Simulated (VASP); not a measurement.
ZnSe, 2 atoms in the cell. The structure is tetragonal, space group I-4m2 (No. 119). The conventional cell has a = 4.167 Å, b = 4.167 Å, c = 5.666 Å, α = 90.00°, β = 90.00°, γ = 90.00°. Zn (site symmetry -4m2) has 4 Se at 2.52 Å within 3.3 Å. Se (site symmetry -4m2) has 4 Zn at 2.52 Å within 3.3 Å.  This cell differs from its parent crystal: strain +0.040 along x and y, +0.000 along z.

| Property | Result |
| --- | --- |
| Program | VASP 6.6.1 |
| Task | single point |
| Functional | r2SCAN |
| Potentials or basis | VASP PAW PBE potentials, release 64 (Zn, Se) |
| Cutoff | 520 eV |
| k mesh | 8 × 8 × 8 |
| Occupations | gaussian, width 0.05 eV |
| Spin | no spin polarisation |
| Dipole correction | no |
| Further INCAR settings | ALGO = Normal; EDIFF = 1e-07; NBANDS = 16 |

Potentials or basis: VASP PAW PBE potentials, release 64 (Zn, Se).

Command:

```sh
$ cat potpaw_PBE.64/Zn/POTCAR potpaw_PBE.64/Se/POTCAR > POTCAR
$ cp INCAR.step1 INCAR
$ mpirun -np 1 vasp_std > vasp.out
$ cp INCAR.step2 INCAR
$ mpirun -np 1 vasp_std > vasp.out
```

Hardware: 1 thread of Intel(R) Xeon(R) 6975P-C (Granite Rapids) (shared host).

Problem. Estimate the wall time of this run.

Solution. Wall time 96 s on 1 thread of Intel(R) Xeon(R) 6975P-C (Granite Rapids), on a shared host, peak memory 0.2 GiB. Counts: k points 59.
